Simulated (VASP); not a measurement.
Wanted: the native input for a VASP 6.6.1 run.

- Task: single point
- Functional: RPBE
- Potentials or basis: VASP PAW PBE potentials, release 64 (Ta_pv)
- Cutoff: 520 eV
- k mesh: 13 × 13 × 13
- Occupations: fermi-dirac, width 0.1 eV
- Spin: no spin polarisation
- Dipole correction: no
- Further INCAR settings: ALGO = Normal; EDIFF = 1e-06; NBANDS = 12

The structure of Ta lies in POSCAR:

```
Ta
1.0
    2.7228767960      0.0000000000      0.0000000000
    0.0000000000      2.7228767960      0.0000000000
    0.0000000000      0.0000000000      2.7228767960
Ta
1
Direct
    0.0000000000      0.0000000000      0.0000000000
```

This cell differs from its parent crystal: volume scaled by 0.96.

These files were run (other wordings do the same):

INCAR

```
SYSTEM = Ta
  PREC = Accurate
  ENCUT = 520
  EDIFF = 1E-6
  ISMEAR = -1
  SIGMA = 0.1
  LREAL = .FALSE.
  LASPH = .TRUE.
  NELM = 80
  ALGO = Normal
  ISIF = 2
  LWAVE = .FALSE.
  LCHARG = .FALSE.
  GGA = RP
  NBANDS = 12
```

KPOINTS

```
Automatic mesh
0
G
  13 13 13
  0 0 0
```

Potentials or basis: VASP PAW PBE potentials, release 64 (Ta_pv).

Command:

```bash
$ cat potpaw_PBE.64/Ta_pv/POTCAR > POTCAR
$ mpirun -np 1 vasp_std > vasp.out
```

Results of the run:

```
Pressure : 6.1 GPa
```

Caveat: the PAW data sets were made with another functional, which shifts forces and pressure a little.

Wall time 22 s on 1 thread of Intel Xeon 8259CL, on a shared host, peak memory 0.14 GiB.
